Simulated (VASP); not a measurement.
# Li (P6_3/mmc) in VASP: further runs

The runs below take Li through single point, with PBEsol.

Program: VASP 6.6.1. These are calculated values, not measurements. Logs are shortened: lines on timing, memory, paths and dates and some standing lists are left out, and cuts for length are marked.

### 1 The cell of the first run

Symmetry: P6_3/mmc, No. 194, hexagonal system. The conventional cell has a = 3.026 Å, b = 3.026 Å, c = 4.953 Å, α = 90.00°, β = 90.00°, γ = 120.00°. Li (site symmetry -6m2) has 12 Li at 3.03 Å within 4.0 Å.

### 2 Single point, PBEsol

File INCAR:

```
SYSTEM = Li
  ALGO = Normal
  EDIFF = 1E-7
  ENCUT = 520
  GGA = PS
  ISIF = 2
  ISMEAR = -1
  LASPH = .True.
  LCHARG = .False.
  LREAL = .False.
  LWAVE = .False.
  NBANDS = 10
  NELM = 60
  PREC = Accurate
  SIGMA = 0.1
```

File KPOINTS:

```
k-points
0
Gamma
  11 11 6
  0 0 0
```

File POSCAR:

```
Li
1.0
    3.0257238384      0.0000000000      0.0000000000
   -1.5128619192      2.6203585415      0.0000000000
    0.0000000000      0.0000000000      4.9533948919
Li
2
Direct
    0.3333333333      0.6666666667      0.2500000000
    0.6666666667      0.3333333333      0.7500000000
```

Potentials or basis: VASP PAW PBE potentials, release 64 (Li_sv).

The run is started by

```sh
cat potpaw_PBE.64/Li_sv/POTCAR > POTCAR
mpirun -np 1 vasp_std > vasp.out
```

OUTCAR:

```text
SYSTEM = Li
   EDIFF = 1E-7
   ENCUT = 520
   GGA = PS
   ISIF = 2
   ISMEAR = -1
   LASPH = .True.
   LREAL = .False.
   NELM = 60
   PREC = Accurate

 ion  position               nearest neighbor table
   1  0.333  0.667  0.250-
   2  0.667  0.333  0.750-

  LATTYP: Found a hexagonal cell.
 ALAT       =     3.0257238384
 C/A-ratio  =     1.6370941819

  Lattice vectors:

 A1 = (   3.0257238384,   0.0000000000,   0.0000000000)
 A2 = (  -1.5128619192,   2.6203585415,   0.0000000000)
 A3 = (   0.0000000000,   0.0000000000,   4.9533948919)

Analysis of symmetry for initial positions (statically):
=====================================================================
 Subroutine PRICEL returns:
 Original cell was already a primitive cell.

 Routine SETGRP: Setting up the symmetry group for a
 hexagonal supercell.

 Subroutine GETGRP returns: Found 24 space group operations
 (whereof 12 operations were pure point group operations)
 out of a pool of 24 trial point group operations.

The static configuration has the point symmetry D_3d.
 The point group associated with its full space group is D_6h.

Analysis of symmetry for dynamics (positions and initial velocities):
=====================================================================
 Subroutine PRICEL returns:
 Original cell was already a primitive cell.

 Routine SETGRP: Setting up the symmetry group for a
 hexagonal supercell.

 Subroutine GETGRP returns: Found 24 space group operations
 (whereof 12 operations were pure point group operations)
 out of a pool of 24 trial point group operations.

The dynamic configuration has the point symmetry D_3d.
 The point group associated with its full space group is D_6h.

 Subroutine INISYM returns: Found 24 space group operations
 (whereof 12 operations are pure point group operations),
 and found     1 'primitive' translations

----------------------------------------------------------------------------------------

                                     Primitive cell

  volume of cell :      39.2729

  direct lattice vectors                    reciprocal lattice vectors
     3.025723838  0.000000000  0.000000000     0.330499429  0.190813582  0.000000000
    -1.512861919  2.620358541  0.000000000     0.000000000  0.381627164  0.000000000
     0.000000000  0.000000000  4.953394892     0.000000000  0.000000000  0.201881744

  length of vectors
     3.025723838  3.025728024  4.953394892     0.381627692  0.381627164  0.201881744

  position of ions in fractional coordinates (direct lattice)
     0.333333333  0.666666667  0.250000000
     0.666666667  0.333333333  0.750000000

  ion indices of the primitive-cell ions
   primitive index   ion index
                 1           1
                 2           2

----------------------------------------------------------------------------------------

 KPOINTS: k-points

Automatic generation of k-mesh.
 Grid dimensions read from file:
 generate k-points for:   11   11    6

 Generating k-lattice:

  Cartesian coordinates                     Fractional coordinates (reciprocal lattice)
     0.030045403  0.017346689  0.000000000     0.090909091 -0.000000000  0.000000000
     0.000000000  0.034693379  0.000000000     0.000000000  0.090909091  0.000000000
     0.000000000  0.000000000  0.033646957     0.000000000  0.000000000  0.166666667

  Length of vectors
     0.034693427  0.034693379  0.033646957

  Shift w.r.t. Gamma in fractional coordinates (k-lattice)
     0.000000000  0.000000000  0.000000000

 Subroutine IBZKPT returns following result:
 ===========================================

 Found     64 irreducible k-points:

 Following reciprocal coordinates:
            Coordinates               Weight
  0.000000  0.000000  0.000000      1.000000
  0.090909  0.000000  0.000000      6.000000
  0.181818  0.000000  0.000000      6.000000
  0.272727  0.000000  0.000000      6.000000
  0.363636  0.000000  0.000000      6.000000
  0.454545  0.000000  0.000000      6.000000
[... 16 lines left out ...]
  0.090909  0.090909  0.166667     12.000000
  0.181818  0.090909  0.166667     24.000000
 [... further k-points ...]
   k-points           NKPTS =     64   k-points in BZ     NKDIM =     64   number of bands    NBANDS=     10
   number of dos      NEDOS =    301   number of ions     NIONS =      2
   total plane-waves  NPLWV =  23040
   dimension x,y,z NGX =    24 NGY =   24 NGZ =   40
   dimension x,y,z NGXF=    48 NGYF=   48 NGZF=   80
   ions per type =               2
   NGX,Y,Z   is equivalent  to a cutoff of  13.19, 13.19, 13.42 a.u.
   NGXF,Y,Z  is equivalent  to a cutoff of  26.37, 26.37, 26.85 a.u.
 SYSTEM =  Li
   PREC   = accura    normal or accurate (medium, high low for compatibility)
   ISTART =      0    job   : 0-new  1-cont  2-samecut
   ICHARG =      2    charge: 1-file 2-atom 10-const
   ISPIN  =      1    spin polarized calculation?
   LNONCOLLINEAR =      F non collinear calculations
   LSORBIT =      F    spin-orbit coupling
   LASPH  =      T    aspherical Exc in radial PAW
   ENCUT  =  520.0 eV  38.22 Ry    6.18 a.u.   5.63  5.63  9.21*2*pi/ulx,y,z
   NELM   =     60;   NELMIN=  2; NELMDL= -5     # of ELM steps
   EDIFF  = 0.1E-06   stopping-criterion for ELM
   LREAL  =      F    real-space projection
   EDIFFG = 0.1E-05   stopping-criterion for IOM
   NSW    =      0    number of steps for IOM
   IBRION =     -1    ionic relax: 0-MD 1-quasi-New 2-CG
   NFREE  =      0    steps in history (QN), initial steepest desc. (CG)
   ISIF   =      2    stress and relaxation
   ISYM   =      2    0-nonsym 1-usesym 2-fastsym
   POTIM  = 0.5000    time-step for ionic-motion
   TEBEG  =    0.0;   TEEND  =   0.0 temperature during run
   PSTRESS=    0.0 pullay stress
   NELECT =       6.0000    total number of electrons
   NUPDOWN=      -1.0000    fix difference up-down
   EMIN   =  10.00;   EMAX   =-10.00  energy-range for DOS
   EFERMI =   0.00;   METHOD = LEGACY
   ISMEAR =    -1;   SIGMA  =   0.10  broadening in eV -4-tet -1-fermi 0-gaus
   EFERMI_NEDOS =   21; number of points for ismear=-14 and -15
   IALGO  =     38    algorithm
   IMIX   =      4    mixing-type and parameters
     AMIX     =   0.40;   BMIX     =  1.00
     AMIX_MAG =   1.60;   BMIX_MAG =  1.00
  volume/ion in A,a.u.               =      19.64       132.51
  Fermi-wavevector in a.u.,A,eV,Ry     =   0.875174  1.653838 10.421097  0.765929
  Thomas-Fermi vector in A             =   1.994808
   LORBIT       =      0    0 simple, 1 ext, 2 COOP (PROOUT), +10 PAW based schemes
   GGA     = PS    functional components
   LHFCALC =     F    Hartree Fock is set to
   AEXX    =    0.0000 exact exchange contribution
   IVDW    =     0    specifies the selected vdW correction
   LEPSILON=     F    determine dielectric tensor
   LRPA    =     F    only Hartree local field effects (RPA)
 non-spin polarized calculation
  energy-cutoff  :      520.00
  volume of cell :       39.27
 maximum number of plane-waves:      1099
 NGX is ok and might be reduce to    24
   NGX = 11   NGY = 11   NGZ = 19

 number of electron       6.0000009 magnetization

 Free energy of the ion-electron system (eV)
  ---------------------------------------------------
  ext. energy  EPLUGINS =         0.00000000
  ---------------------------------------------------
  free energy    TOTEN  =        -3.94603305 eV

  energy without entropy =       -3.91061164  energy(sigma->0) =       -3.92832234

 E-fermi :   0.7456     XC(G=0):  -7.0955

 val. band max:        0.7246824982   @ k =   0.2727   0.2727   0.0000
 cond. band min:       0.7465875638   @ k =   0.4545   0.0000   0.3333
 fundamental gap:      0.0219050656
 Fermi energy:         0.7456171064

 k-point     1 :       0.0000    0.0000    0.0000
  band No.  band energies     occupation
      1     -45.1436      2.00000
      2     -45.1222      2.00000
      3      -2.8796      2.00000
      4       0.6704      1.35947
      5       3.7338      0.00000
      6      13.4917      0.00000
      7      13.4918      0.00000
      8      14.9120      0.00000
      9      14.9120      0.00000
     10      15.4913      0.00000

 k-point     2 :       0.0909    0.0000    0.0000
  band No.  band energies     occupation
      1     -45.1420      2.00000
      2     -45.1213      2.00000
      3      -2.7466      2.00000
      4       0.8480      0.52867
      5       3.7808      0.00000
      6      12.1323      0.00000
      7      12.6006      0.00000
      8      14.8831      0.00000
      9      15.3328      0.00000
     10      15.3924      0.00000

 k-point     3 :       0.1818    0.0000    0.0000
  band No.  band energies     occupation
      1     -45.1377      2.00000
      2     -45.1192      2.00000
      3      -2.3473      2.00000
      4       1.3800      0.00351
      5       3.8954      0.00000
      6       9.8005      0.00000
      7      11.3921      0.00000
      8      14.2312      0.00000
      9      14.3466      0.00000
     10      14.9760      0.00000

 k-point     4 :       0.2727    0.0000    0.0000
  band No.  band energies     occupation
      1     -45.1319      2.00000
      2     -45.1169      2.00000
      3      -1.6822      2.00000
      4       2.2634      0.00000
      5       3.9211      0.00000
      6       7.7776      0.00000
      7      10.4130      0.00000
      8      11.8729      0.00000
      9      12.2015      0.00000
     10      14.5287      0.00000
[... 222 lines left out ...]
 k-point    22 :       0.4545    0.0000    0.1667
  band No.  band energies     occupation
      1     -45.1218      2.00000
      2     -45.1153      2.00000
      3       0.4256      1.92165
      4       2.0526      0.00000
      5       4.6528      0.00000
      6       6.1011      0.00000
      7       8.3657      0.00000
      8       9.5626      0.00000
      9       9.8593      0.00000
     10      13.0119      0.00000

 k-point    23 :       0.0909    0.0909    0.1667
  band No.  band energies     occupation
      1     -45.1378      2.00000
      2     -45.1212      2.00000
      3      -2.3547      2.00000
      4       0.5417      1.76976
      5       4.8245      0.00000
      6      10.8165      0.00000
      7      11.3070      0.00000
      8      14.0486      0.00000
      9      14.2100      0.00000
     10      14.4139      0.00000

 k-point    24 :       0.1818    0.0909    0.1667
  band No.  band energies     occupation
      1     -45.1330      2.00000
      2     -45.1189      2.00000
      3      -1.8208      2.00000
      4       1.1491      0.03475
      5       5.0222      0.00000
      6       8.6804      0.00000
      7      10.0651      0.00000
      8      12.1911      0.00000
      9      13.4159      0.00000
     10      13.8650      0.00000

 [... further k-points ...]

------------------------ aborting loop because EDIFF is reached ----------------------------------------

  FORCE on cell =-STRESS in cart. coord.  units (eV):
  Direction    XX          YY          ZZ          XY          YZ          ZX
  --------------------------------------------------------------------------------------
  -------------------------------------------------------------------------------------
  Total        0.0566001      0.0566003      0.1340254      0.0000000     -0.0000000      0.0000000
  in kB        2.3090587      2.3090672      5.4677022      0.0000000     -0.0000000      0.0000000
  external PRESSURE =       3.3619427 kB  Pullay stress =       0.0000000 kB

 VOLUME and BASIS-vectors are now :
 -----------------------------------------------------------------------------
  energy-cutoff  :      520.00
  volume of cell :       39.27
      direct lattice vectors                 reciprocal lattice vectors
     3.025723838  0.000000000  0.000000000     0.330499429  0.190813582  0.000000000
    -1.512861919  2.620358541  0.000000000     0.000000000  0.381627164  0.000000000
     0.000000000  0.000000000  4.953394892     0.000000000  0.000000000  0.201881744

 POSITION                                       TOTAL-FORCE (eV/Angst)
 -----------------------------------------------------------------------------------
     -0.00000      1.74691      1.23835         0.000000     -0.000000      0.000000
      1.51286      0.87345      3.71505        -0.000000      0.000000     -0.000000
 -----------------------------------------------------------------------------------
    total drift:                               -0.000000      0.000000      0.000000

  FREE ENERGIE OF THE ION-ELECTRON SYSTEM (eV)
  ---------------------------------------------------
  free  energy   TOTEN  =        -3.9460330517 eV

  energy  without entropy=       -3.9106116374  energy(sigma->0) =       -3.92832234
```

Run time: 13 s. Hardware: 1 thread of Intel Xeon 6975P-C, shared host; peak memory 0.16 GiB.

What came out:

* Free energy: -3.9460 eV
* Band gap on the k mesh: zero (band 3 reaches 2.56 eV, above the bottom of band 4 at -1.76 eV)

Caveat: the cutoff is under 1.25 times the usual one of these potentials, so pressure, stress and relaxed cells hold a basis-set (Pulay) error; the PAW data sets were made with another functional, which shifts forces and pressure a little.

[end of part 1 of 2]
